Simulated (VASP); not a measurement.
Wanted: the native input for a VASP 6.6.1 run.

| Property | Result |
| --- | --- |
| Task | single point |
| Functional | LDA |
| Potentials or basis | VASP PAW LDA potentials, release 64 (Hf_pv, N) |
| Cutoff | 520 eV |
| k mesh | 10 × 10 × 10 |
| Occupations | fermi-dirac, width 0.03 eV |
| Spin | no spin polarisation |
| Dipole correction | no |
| Further INCAR settings | ALGO = Normal; EDIFF = 1e-07; NBANDS = 14 |

The structure of HfN lies in POSCAR:

```
HfN
1.0
    0.0000000000      2.2815900000      2.2590000000
    2.2815900000      0.0000000000      2.2590000000
    2.2815900000      2.2815900000      0.0000000000
Hf N
1 1
Direct
    0.0000000000      0.0000000000      0.0000000000
    0.5000000000      0.5000000000      0.5000000000
```

This cell differs from its parent crystal: equal xx and yy strain of +1 %.

One way to write it, as run:

INCAR

```
PREC = Accurate ; ENCUT = 520
EDIFF = 1E-7 ; ISMEAR = -1
SIGMA = 0.03 ; LREAL = F
LASPH = T ; NELM = 60
ALGO = Normal ; ISIF = 2
LWAVE = F ; LCHARG = T
LELF = T ; LVHAR = T
NBANDS = 14
```

KPOINTS

```
Automatic mesh
0
Gamma
  10 10 10
```

Potentials or basis: VASP PAW LDA potentials, release 64 (Hf_pv, N).

The run is started by

```console
$ cat potpaw_LDA.64/Hf_pv/POTCAR potpaw_LDA.64/N/POTCAR > POTCAR
$ mpirun -np 1 vasp_std > vasp.out
```

It gave:

```
Pressure : -15.5 GPa
```

Caveat: the cell differs from its parent crystal (equal xx and yy strain of +1 %).

It took 34 s on 1 thread of Intel(R) Xeon(R) Platinum 8259CL CPU @ 2.50GHz (Skylake/Cascade Lake), with other jobs on the host, peak memory 0.15 GiB.
